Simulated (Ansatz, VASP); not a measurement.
**P: VASP beside Ansatz**

The input INCAR:

```
SYSTEM = P
PREC = Accurate
ENCUT = 520
EDIFF = 1E-6
ISMEAR = 0
SIGMA = 0.02
LREAL = .False.
LASPH = .True.
NELM = 100
ALGO = Normal
ISIF = 2
LWAVE = .False.
LCHARG = .False.
LDIPOL = .True.
IDIPOL = 3
DIPOL = 0.5 0.5 0.500
GGA = PE
IVDW = 12
NBANDS = 12
```

The input KPOINTS:

```
Automatic mesh
0
Gamma
  9 9 1
  0 0 0
```

POSCAR

```
P
1.0
    3.0730000000      0.0000000000      0.0000000000
   -1.5365000000      2.6612960658      0.0000000000
    0.0000000000      0.0000000000     28.0000000000
P
2
Direct
    0.3333333333      0.6666666667      0.5047678571
    0.6666666667      0.3333333333      0.4952321429
```

Input for Ansatz:

```yaml
crystal:
  lattice:
    - [3.073, 0.0, 0.0]
    - [-1.5365, 2.6612960658, 0.0]
    - [0.0, 0.0, 28.0]
  atoms:
    - { symbol: P, position: [0.3333333333, 0.6666666667, 0.5047678571] }
    - { symbol: P, position: [0.6666666667, 0.3333333333, 0.4952321429] }
  periodic: [true, true, false]
basis:
  ecutwfc: 420
kpoints:
  mp_grid: { grid: [9, 9, 1] }
hamiltonian:
  xc: pbe
  dispersion: d3bj
scf:
  occupations: { method: gaussian, width: 0.02 }
output:
  forces: true
  stress: true
  eigenvalues: true
```

Alike in both runs: task single point; functional PBE; dispersion D3(BJ); k mesh 9 × 9 × 1; occupations gaussian, width 0.02 eV; no spin polarisation.

```csv
,VASP,Ansatz
version,VASP 6.6.1,Ansatz 0.2.0
potentials or method,"VASP PAW PBE potentials, release 64 (P), cutoff 520 eV","scalar-relativistic, plane waves, PAW"
valence electrons in the cell,10,10
```

```csv
,VASP,Ansatz,Ansatz less VASP
gap on the k mesh at the Fermi level (eV),none,none,-
rms of the force components (eV/Å),2.451,2.489,+0.0381
```

Atom by atom the forces differ by 0.038 eV/Å (rms over components). A gap of «none» marks a metal or a gap that the smearing closes.
